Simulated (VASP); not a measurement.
Wanted: the native input for a VASP 6.6.1 run.

```yaml
Task: density of states
Functional: PBEsol
Potentials_or_basis: VASP PAW PBE potentials, release 64 (W_sv)
Cutoff: 520 eV
k_mesh: 16 × 16 × 16
Occupations: fermi-dirac, width 0.1 eV
Spin: no spin polarisation
Dipole_correction: no
k_mesh_for_the_DOS: 24 × 24 × 24
Occupations_for_the_DOS: tetrahedron
Further_INCAR_settings: ALGO = Normal; EDIFF = 1e-06; NBANDS = 13
```

The system is W.

```xyz
1
Lattice="2.6095 0.0000 0.0000 0.0000 2.6095 0.0000 0.0000 0.0000 2.6095" Properties=species:S:1:pos:R:3 pbc="T T T"
W     0.0000    0.0000    0.0000
```

The input as run:

POSCAR

```
W
1.0
    2.6095092410      0.0000000000      0.0000000000
    0.0000000000      2.6095092410      0.0000000000
    0.0000000000      0.0000000000      2.6095092410
W
1
Direct
    0.0000000000      0.0000000000      0.0000000000
```

INCAR.step1

```
  PREC = Accurate
  ENCUT = 520
  EDIFF = 1E-6
  ISMEAR = -1
  SIGMA = 0.1
  LREAL = F
  LASPH = T
  NELM = 80
  ALGO = Normal
  ISIF = 2
  LWAVE = F
  LCHARG = T
  LMAXMIX = 4
  GGA = PS
  NBANDS = 13
```

KPOINTS.step1

```
regular mesh
0
Gamma
  16 16 16
```

INCAR.step2

```
  PREC = Accurate
  ENCUT = 520
  EDIFF = 1E-6
  ISMEAR = -5
  SIGMA = 0.1
  LREAL = F
  LASPH = T
  NELM = 80
  ALGO = Normal
  ISIF = 2
  LWAVE = F
  LCHARG = F
  LMAXMIX = 4
  GGA = PS
  LORBIT = 10
  NBANDS = 13
  NEDOS = 2001
  ICHARG = 11
```

KPOINTS.step2

```
regular mesh
0
Gamma
  24 24 24
```

Potentials or basis: VASP PAW PBE potentials, release 64 (W_sv).

The run is started by

```sh
$ cat potpaw_PBE.64/W_sv/POTCAR > POTCAR
$ cp INCAR.step1 INCAR
$ cp KPOINTS.step1 KPOINTS
$ mpirun -np 1 vasp_std > vasp.out
$ cp INCAR.step2 INCAR
$ cp KPOINTS.step2 KPOINTS
$ mpirun -np 1 vasp_std > vasp.out
```

Results of the run:

| Quantity | Value |
| --- | --- |
| Valence electrons inside the program's atomic spheres | W 12.19 |

Caveat: spin-orbit coupling is left out, which moves the levels of the heavy elements.

It took 35 s on 1 thread of Intel(R) Xeon(R) 6975P-C (Granite Rapids), on a shared host, peak memory 0.21 GiB.
